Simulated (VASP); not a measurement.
# Sn (I4/mmm) in VASP: further runs, part 2 of 2

VASP 6.6.1.

## Step 6: Relaxation of cell and atoms, BLYP

This run uses another cell than the first one, of 27.35 Å³/atom, 0.962 times its volume.

INCAR reads:

```
SYSTEM = Sn
  AGGAC = 1.0
  AGGAX = 1.0
  ALDAC = 0.0
  ALDAX = 1.0
  ALGO = Normal
  EDIFF = 1E-6
  EDIFFG = -0.01
  ENCUT = 600
  GGA = B5
  IBRION = 2
  ISIF = 3
  ISMEAR = -1
  LASPH = .True.
  LCHARG = .False.
  LREAL = .False.
  LWAVE = .False.
  NELM = 60
  NSW = 60
  PREC = Accurate
  SIGMA = 0.05
```

KPOINTS reads:

```
k-points
0
Gamma
  10 10 10
  0 0 0
```

POSCAR reads:

```
Sn
1.0
   -2.0291894110      2.0291894110      1.6607599896
    2.0291894110     -2.0291894110      1.6607599896
    2.0291894110      2.0291894110     -1.6607599896
Sn
1
Direct
    0.0000000000      0.0000000000      0.0000000000
```

Potentials or basis: VASP PAW PBE potentials, release 64 (Sn_d).

On the command line:

```console
$ cat potpaw_PBE.64/Sn_d/POTCAR > POTCAR
$ mpirun -np 1 vasp_std > vasp.out
```

OUTCAR:

```text
SYSTEM = Sn
   EDIFF = 1E-6
   EDIFFG = -0.01
   ENCUT = 600
   GGA = B5
   IBRION = 2
   ISIF = 3
   ISMEAR = -1
   LASPH = .True.
   LREAL = .False.
   NELM = 60
   NSW = 60
   PREC = Accurate

 ion  position               nearest neighbor table
   1  0.000  0.000  0.000-

  LATTYP: Found a body centered tetragonal cell.
 ALAT       =     4.0583788220
 C/A-ratio  =     0.8184351745

  Lattice vectors:

 A1 = (  -2.0291894110,   2.0291894110,   1.6607599896)
 A2 = (   2.0291894110,  -2.0291894110,   1.6607599896)
 A3 = (   2.0291894110,   2.0291894110,  -1.6607599896)

Analysis of symmetry for initial positions (statically):
=====================================================================
 Subroutine PRICEL returns:
 Original cell was already a primitive cell.

 Routine SETGRP: Setting up the symmetry group for a
 body centered tetragonal supercell.

 Subroutine GETGRP returns: Found 16 space group operations
 (whereof 16 operations were pure point group operations)
 out of a pool of 16 trial point group operations.

The static configuration has the point symmetry D_4h.

[... 166 lines left out ...]
  Total        0.8993188      0.8993188      1.0372619      0.0000000      0.0000000      0.0000000
  in kB       52.6759298     52.6759298     60.7556903      0.0000000      0.0000000      0.0000000
  external PRESSURE =      55.3691833 kB  Pullay stress =       0.0000000 kB
[... 232 lines left out ...]
--------------------------------------- Ionic step        8  -------------------------------------------

 number of electron      13.9999998 magnetization

 Free energy of the ion-electron system (eV)
  ---------------------------------------------------
  ext. energy  EPLUGINS =         0.00000000
  ---------------------------------------------------
  free energy    TOTEN  =        -2.95740921 eV

  energy without entropy =       -2.95200040  energy(sigma->0) =       -2.95470481

 E-fermi :   7.0540     XC(G=0):  -9.1489

 val. band max:        7.0406589228   @ k =   0.3000   0.2000   0.2000
 cond. band min:       7.1114834669   @ k =   0.4000   0.3000   0.1000
 fundamental gap:      0.0708245442
 Fermi energy:         7.0540222573

 k-point     1 :       0.0000    0.0000    0.0000
  band No.  band energies     occupation
      1     -14.4356      2.00000
      2     -14.3820      2.00000
      3     -14.3804      2.00000
      4     -14.3804      2.00000
      5     -14.3032      2.00000
      6      -3.1887      2.00000
      7      12.7789      0.00000
      8      12.7789      0.00000
      9      14.8304      0.00000
     10      16.7229      0.00000
     11      17.8191      0.00000
[... 309 lines left out ...]
 k-point    24 :       0.4000    0.3000    0.0000
  band No.  band energies     occupation
      1     -14.4119      2.00000
      2     -14.3563      2.00000
      3     -14.3406      2.00000
      4     -14.3207      2.00000
      5     -14.3069      2.00000
      6       0.9937      2.00000
      7       4.8920      2.00000
      8       6.1740      2.00000
      9      11.0152      0.00000
     10      15.6183      0.00000
     11      17.8755      0.00000

 [... further k-points ...]
[... 5 lines left out ...]
  --------------------------------------------------------------------------------------
  -------------------------------------------------------------------------------------
  Total        0.0012887      0.0012887     -0.0002848      0.0000000     -0.0000000      0.0000000
  in kB        0.0666981      0.0666981     -0.0147417      0.0000000     -0.0000000      0.0000000
  external PRESSURE =       0.0395515 kB  Pullay stress =       0.0000000 kB
[... 16 lines left out ...]
  FREE ENERGIE OF THE ION-ELECTRON SYSTEM (eV)
  ---------------------------------------------------
  free  energy   TOTEN  =        -2.9574092142 eV

  energy  without entropy=       -2.9520004032  energy(sigma->0) =       -2.95470481

 reached required accuracy - stopping structural energy minimisation
```

Run time: 2.2 min. Hardware: 1 thread of Intel Xeon Platinum 8559C (Emerald Rapids), shared host; peak memory 0.19 GiB.

What came out:

```
Free energy                            : -2.9574 eV
Relaxed volume                         : 30.96 Å³/atom
Relaxed cell                           : a = 3.457 Å, b = 3.457 Å, c = 3.457 Å, α = 104.38°, β = 104.38°, γ = 120.22°
Space group after relaxing (to 0.05 Å) : I4/mmm (No. 139)
Energy gained by relaxing              : 55.7 meV/atom
Ionic steps                            : 8
Pressure after relaxing                : 0.0 GPa
Band gap on the k mesh                 : zero (band 7 reaches 12.78 eV, above the bottom of band 8 at 5.47 eV)
```

Step by step:
```
step  energy change (eV)  largest force (eV/Å)  pressure (GPa)  volume (Å³)
   1              0.0000                0.0000            5.54        27.35
   2             -0.0547                0.0000           -0.37        31.27
   3             -0.0552                0.0000            0.02        30.89
   4             -0.0555                0.0000            0.06        30.92
   5             -0.0556                0.0000            0.03        30.94
   6             -0.0556                0.0000            0.06        30.97
   7             -0.0557                0.0000           -0.03        30.95
   8             -0.0557                0.0000            0.00        30.96
```

Final structure:
```
CELL_PARAMETERS angstrom
-2.11940 2.11940 1.72291
2.11940 -2.11940 1.72291
2.11940 2.11940 -1.72291
ATOMIC_POSITIONS crystal
Sn 0.00000 0.00000 0.00000
```

Levels at points of the mesh, in eV from the Fermi level:
```
           k point  band 4  band 5  band 6  band 7  band 8  band 9  band 10  band 11
(0.00, 0.00, 0.00)  -21.43  -21.36  -10.24    5.72    5.72    7.78     9.67    10.77
(0.50, 0.00, 0.00)  -21.33  -21.32   -5.88   -3.52    2.60    3.87     6.88     7.24
(0.50, 0.50, 0.00)  -21.39  -21.33   -7.19   -3.95    4.99    6.66     9.73    10.61
(0.50, 0.50, 0.50)  -21.34  -21.32   -4.14   -1.36   -1.36    2.33     3.56     6.17
```

Caveat: the PAW data sets were made with another functional, which shifts forces and pressure a little; spin-orbit coupling is left out, which moves the levels of the heavy elements.

## Step 7: Summary

```tsv
task	level	cell	cutoff (eV)	gap on the mesh (eV)	pressure (GPa)	relaxed volume (Å³/atom)
single point	revPBE	a = 3.355 Å, angles 104.8, 104.8, 119.3°, 1 atom	520	none	0.0	-
single point	BLYP	a = 3.458 Å, angles 104.4, 104.4, 120.2°, 1 atom	520	none	-0.1	-
single point	r2SCAN	a = 3.316 Å, angles 104.5, 104.5, 119.9°, 1 atom	520	none	-0.5	-
relaxation of cell and atoms	revPBE	relaxed from a = 3.316 Å, angles 104.5, 104.5, 119.9°, 1 atom	600	none	0.0	28.41
relaxation of cell and atoms	BLYP	relaxed from a = 3.316 Å, angles 104.5, 104.5, 119.9°, 1 atom	600	none	0.0	30.96
```

Alike in all rows: potentials or basis VASP PAW PBE potentials, release 64 (Sn_d); no spin polarisation; k mesh 10 × 10 × 10; smearing fermi-dirac 0.05 eV.

Caveats: the PAW data sets were made with another functional, which shifts forces and pressure a little; spin-orbit coupling is left out, which moves the levels of the heavy elements.

Total energies depend on the potentials used, so only differences within one code and one set of settings carry meaning.
